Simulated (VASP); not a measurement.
Set up this calculation in VASP 6.6.1, as the native input.

* Task: relaxation of cell and atoms
* Functional: PBEsol
* Potentials or basis: VASP PAW PBE potentials, release 64 (Ge_d, Si)
* Cutoff: 600 eV
* k mesh: 8 × 8 × 8
* Occupations: gaussian, width 0.01 eV
* Spin: no spin polarisation
* Dipole correction: no
* Further INCAR settings: ALGO = Normal; EDIFF = 1e-07; IBRION = 2; EDIFFG = -0.0015; NSW = 70; ISIF = 3

The structure of Si3Ge lies in POSCAR:

```
Si3Ge
1.0
    5.4862487200     -0.0015647092     -0.0015647092
    0.0015647092     -5.4862487200      0.0015647092
    0.0015647092      0.0015647092     -5.4862487200
Ge Si
2 6
Direct
    0.7529129007      0.7470870993      0.7470870993
    0.4970870993      0.0029129007      0.0029129007
    0.2474110924      0.2525889076      0.7472970328
    0.2474110924      0.7472970328      0.2525889076
    0.7527029672      0.2525889076      0.2525889076
    0.0025889076      0.4974110924      0.0027029672
    0.0025889076      0.0027029672      0.4974110924
    0.4972970328      0.4974110924      0.4974110924
```

The input as run:

INCAR

```
SYSTEM = Si3Ge
ALGO     = Normal         ! electronic algorithm
EDIFF    = 1E-7           ! SCF threshold, eV
EDIFFG   = -0.0015        ! ionic threshold
ENCUT    = 600            ! plane-wave cutoff, eV
GGA      = PS             ! functional
IBRION   = 2              ! ionic algorithm
ISIF     = 3              ! what is computed and relaxed
ISMEAR   = 0              ! smearing method
LASPH    = .True.         ! aspherical terms in the spheres
LCHARG   = .False.        ! write CHGCAR
LREAL    = .False.        ! projectors in reciprocal space
LWAVE    = .False.        ! write WAVECAR
NELM     = 100            ! most SCF steps
NSW      = 70             ! ionic steps
PREC     = Accurate       ! precision mode
SIGMA    = 0.01           ! smearing width, eV
```

KPOINTS

```
k-points
0
Gamma
  8 8 8
  0 0 0
```

Potentials or basis: VASP PAW PBE potentials, release 64 (Ge_d, Si).

Launch:

```sh
$ cat potpaw_PBE.64/Ge_d/POTCAR potpaw_PBE.64/Si/POTCAR > POTCAR
$ mpirun -np 1 vasp_std > vasp.out
```

It gave:

```json
{
  "Relaxed volume": "20.65 Å³/atom",
  "Relaxed cell": "a = 5.487 Å, b = 5.487 Å, c = 5.487 Å, α = 90.02°, β = 89.98°, γ = 89.98°",
  "Space group after relaxing (to 0.05 Å)": "R-3m (No. 166)",
  "Energy gained by relaxing": "0.0 meV/atom",
  "Ionic steps": "21",
  "Pressure after relaxing": "0.0 GPa",
  "Band gap on the k mesh": "0.32 eV, direct"
}
```

Caveat: the PAW data sets were made with another functional, which shifts forces and pressure a little.

Wall time 28 min on 1 thread of Intel(R) Xeon(R) Platinum 8559C (Emerald Rapids), on a shared host, peak memory 0.56 GiB.
